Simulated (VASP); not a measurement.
Here is a VASP 6.6.1 calculation.

The input POSCAR:

```
MgO
1.0
    0.0000000000      2.1021674155      2.1442107638
    2.1021674155      0.0000000000      2.1442107638
    2.1021674155      2.1021674155      0.0000000000
Mg O
1 1
Direct
    0.0000000000      0.0000000000      0.0000000000
    0.5000000000      0.5000000000      0.5000000000
```

File INCAR.step1:

```
ALGO = Normal ; EDIFF = 1E-8
ENCUT = 500 ; GGA = PE
ISMEAR = 0 ; LASPH = T
LCHARG = F ; LREAL = F
LWAVE = T ; NELM = 100
PREC = Accurate ; SIGMA = 0.01
```

The input INCAR.step2:

```
ALGO = Exact ; EDIFF = 1E-8
ENCUT = 500 ; GGA = PE
ISMEAR = 0 ; ISTART = 1
LASPH = T ; LCHARG = F
LOPTICS = T ; LREAL = F
LWAVE = T ; NBANDS = 83
NELM = 1 ; PREC = Accurate
SIGMA = 0.01
```

Contents of INCAR.step3:

```
ALGO = EVGW0 ; EDIFF = 1E-8
ENCUT = 500 ; ENCUTGW = 150.0
GGA = PE ; ISMEAR = 0
ISTART = 1 ; LASPH = T
LCHARG = F ; LREAL = F
LWAVE = F ; NBANDS = 83
NBANDSGW = 12 ; NELMGW = 1
NOMEGA = 96 ; OMEGAMAX = 20
PREC = Accurate ; PRECFOCK = Fast
SIGMA = 0.01
```

The input KPOINTS:

```
k-points
0
Gamma
  6 6 6
```

Potentials or basis: VASP PAW PBE potentials, release 64 (Mg_GW, O_GW).

Launch:

```bash
$ cat potpaw_PBE.64/Mg_GW/POTCAR potpaw_PBE.64/O_GW/POTCAR > POTCAR
$ cp INCAR.step1 INCAR
$ mpirun -np 1 vasp_std > vasp.out
$ cp INCAR.step2 INCAR
$ mpirun -np 1 vasp_std > vasp.out
$ cp INCAR.step3 INCAR
$ mpirun -np 1 vasp_std > vasp.out
```

Question: Estimate the quasiparticle gap.

Answer: 7.04 eV.

Question: Estimate the least direct quasiparticle gap.

Answer: 7.04 eV.

Question: Estimate the least direct gap of the starting levels on the mesh.

Answer: 4.56 eV.

Question: What does it give for the band gap of the starting levels on the mesh?

Answer: 4.56 eV.

Caveat: the k points lie up to 0.43 Å⁻¹ apart; bands, screening cutoff and mesh are small and nothing is extrapolated, so the quasiparticle values aren't converged.
